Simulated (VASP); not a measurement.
Ti4B, 5 atoms in the cell. It takes space group P-43m (No. 215, cubic). The conventional cell has a = 4.388 Å, b = 4.388 Å, c = 4.388 Å, α = 90.00°, β = 90.00°, γ = 90.00°. Within 2.7 Å of Ti (site symmetry 3m) lie 1 B at 2.05 Å. B (site symmetry -43m) has 4 Ti at 2.05 Å within 2.7 Å. The cell was generated, and may not be a known phase.

```yaml
Program: VASP 6.6.1
Task: single point
Functional: PBE
Potentials_or_basis: VASP PAW PBE potentials, release 64 (Ti_sv, B)
Cutoff: 520 eV
k_mesh: 4 × 4 × 4
Occupations: gaussian, width 0.1 eV
Spin: collinear spin
Starting_moments: "[1.0, 1.0, 1.0, 1.0, 0.0] μB"
Dipole_correction: no
Further_INCAR_settings: ALGO = Fast; EDIFF = 1e-06; NBANDS = 38
```

Potentials or basis: VASP PAW PBE potentials, release 64 (Ti_sv, B).

The run is started by

```bash
$ cat potpaw_PBE.64/Ti_sv/POTCAR potpaw_PBE.64/B/POTCAR > POTCAR
$ mpirun -np 1 vasp_std > vasp.out
```

Hardware: 1 thread of Intel Xeon 8259CL (shared host).

**Question.** Estimate the wall time of this run.

**Answer.** It took 7.2 min on 1 thread of Intel Xeon 8259CL, on a shared host, peak memory 0.26 GiB. Counts: scf iterations 34, k points 10.
